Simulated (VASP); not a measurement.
## Ba: single point with PBE

Ba:

```
Ba
1.0
     3.47788   -2.63837    0.00808
     3.47788    2.63837    0.00808
     0.01618    0.00000    7.68120
Ba
2
Direct
  0.71698 0.28302 0.25000
  0.28302 0.71698 0.75000
```

This cell differs from its parent crystal: strained and its atoms moved.

```
Program             : VASP 6.6.1
Task                : single point
Functional          : PBE
Potentials or basis : VASP PAW PBE potentials, release 64 (Ba_sv)
Cutoff              : 520 eV
k mesh              : 10 × 10 × 6
Occupations         : gaussian, width 0.1 eV
Spin                : no spin polarisation
```

```json
{
 "Pressure": "-0.8 GPa",
 "Largest force": "0.167 eV/Å",
 "Band gap on the k mesh": "zero (bands 10 and 11 overlap by 0.66 eV)"
}
```

Forces on the atoms (eV/Å):
```
Ba   0.000 -0.167  0.000
Ba   0.000  0.167  0.000
```

Stress tensor (GPa, compression positive):
```
-0.03  0.00 -0.01
 0.00 -0.77  0.00
-0.01  0.00 -1.48
```

Levels at points of the mesh, in eV from the Fermi level:
```
           k point  band 7  band 8  band 9  band 10  band 11  band 12  band 13  band 14
(0.00, 0.00, 0.00)  -14.09  -14.08   -2.67    -0.90     0.57     0.72     1.30     1.57
(0.50, 0.00, 0.00)  -14.10  -14.10   -0.57    -0.35     0.13     0.54     0.77     0.80
(0.50, 0.50, 0.00)  -14.26  -14.11   -0.73    -0.41    -0.37     0.74     1.31     2.46
(0.00, 0.00, 0.50)  -14.08  -14.08   -1.84    -1.84     0.88     0.88     0.89     0.89
(0.50, 0.00, 0.50)  -14.09  -14.09   -0.81    -0.81     0.63     0.65     0.99     1.01
(0.50, 0.50, 0.50)  -14.19  -14.19   -0.27    -0.27     0.27     0.27     1.34     1.34
```

Wall time 4.2 min on 1 thread of Intel Xeon 8259CL, with other jobs on the host, peak memory 0.49 GiB.

Caveat: the cell differs from its parent crystal (strained and its atoms moved); spin-orbit coupling is left out, which moves the levels of the heavy elements.
